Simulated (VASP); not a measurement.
Wanted: the native input for a VASP 6.6.1 run.

* Task: single point
* Functional: PBEsol
* Potentials or basis: VASP PAW PBE potentials, release 64 (Zn, S)
* Cutoff: 520 eV
* k mesh: 9 × 9 × 2
* Occupations: gaussian, width 0.05 eV
* Spin: no spin polarisation
* Dipole correction: no
* Further INCAR settings: ALGO = Normal; EDIFF = 1e-06; NBANDS = 66

The structure of ZnS lies in POSCAR:

```
ZnS
1.0
    3.8194929995      0.0000000000      0.0000000000
   -1.9097464997      3.3077779671      0.0000000000
    0.0000000000      0.0000000000     18.2430444134
Zn S
6 6
Direct
    0.0000000000      0.0000000000      0.0000277175
    0.0000000000      0.0000000000      0.5000277175
    0.3333333333      0.6666666667      0.1817880780
    0.6666666667      0.3333333333      0.6817880780
    0.6666666667      0.3333333333      0.3332753580
    0.3333333333      0.6666666667      0.8332753580
    0.0000000000      0.0000000000      0.1251125986
    0.0000000000      0.0000000000      0.6251125986
    0.3333333333      0.6666666667      0.2916367831
    0.6666666667      0.3333333333      0.7916367831
    0.6666666667      0.3333333333      0.4581259436
    0.3333333333      0.6666666667      0.9581259436
```

This cell differs from its parent crystal: atoms shifted along a free coordinate, c/a of the conventional cell at fixed volume 4.7763.

One way to write it, as run:

INCAR

```
PREC     = Accurate       # precision mode
ENCUT    = 520            # plane-wave cutoff, eV
EDIFF    = 1E-6           # SCF threshold, eV
ISMEAR   = 0              # smearing method
SIGMA    = 0.05           # smearing width, eV
LREAL    = F              # projectors in reciprocal space
LASPH    = T              # aspherical terms in the spheres
NELM     = 100            # most SCF steps
ALGO     = Normal         # electronic algorithm
ISIF     = 2              # what is computed and relaxed
LWAVE    = F              # write WAVECAR
LCHARG   = F              # write CHGCAR
GGA      = PS             # functional
NBANDS   = 66             # bands
```

KPOINTS

```
regular mesh
0
Gamma
  9 9 2
```

Potentials or basis: VASP PAW PBE potentials, release 64 (Zn, S).

Launch:

```console
$ cat potpaw_PBE.64/Zn/POTCAR potpaw_PBE.64/S/POTCAR > POTCAR
$ mpirun -np 1 vasp_std > vasp.out
```

It gave:

| Quantity | Value |
| --- | --- |
| Pressure | 2.2 GPa |
| Largest force | 4.651 eV/Å |
| Band gap on the k mesh | 1.81 eV |

Caveat: the stress differs along the axes, from -2 to 11 GPa; the PAW data sets were made with another functional, which shifts forces and pressure a little.

Wall time 11 min on 1 thread of Oxide Virtual Turin-like Processor, on a shared host, peak memory 0.43 GiB.
